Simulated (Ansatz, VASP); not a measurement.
**BaTiO3 in VASP and in Ansatz**

```
Ba Ti O
1.0
     4.00600    0.00000    0.00000
     0.00000    4.00600    0.00000
     0.00000    0.00000    4.12618
Ba Ti O
1 1 3
Cartesian
  2.0030 2.0030 2.0631
  0.0000 0.0000 0.0000
  2.0030 0.0000 0.0000
  0.0000 2.0030 0.0000
  0.0000 0.0000 2.0631
```

Change from the starting cell: z stretched by +3 %, ions relaxed.

Alike in both runs: functional PBE; k mesh 8 × 8 × 8; occupations fermi-dirac, width 0.02 eV; no spin polarisation.

Ansatz relaxed the structure, and its values are those at the end. VASP's run is a single point on that final structure, the one shown.

|  | VASP | Ansatz |
| --- | --- | --- |
| version | VASP 6.6.1 | Ansatz 0.2.0 |
| potentials or method | VASP PAW PBE potentials, release 64 (Ba_sv, Ti_sv, O) | plane-wave PAW, scalar-relativistic |
| plane-wave cutoff (eV) | 520 | 420 |
| valence electrons in the cell | 40 | 40 |

```csv
,VASP,Ansatz,Ansatz less VASP
gap on the k mesh at the Fermi level (eV),1.63,1.68,+0.058
pressure (GPa),-1.3,-2.9,-1.60
```

The functional is the same, so the differences come from potentials, cutoffs and numerics. Ansatz's warnings: stress scf threshold loose.

Spin-orbit coupling is off throughout.
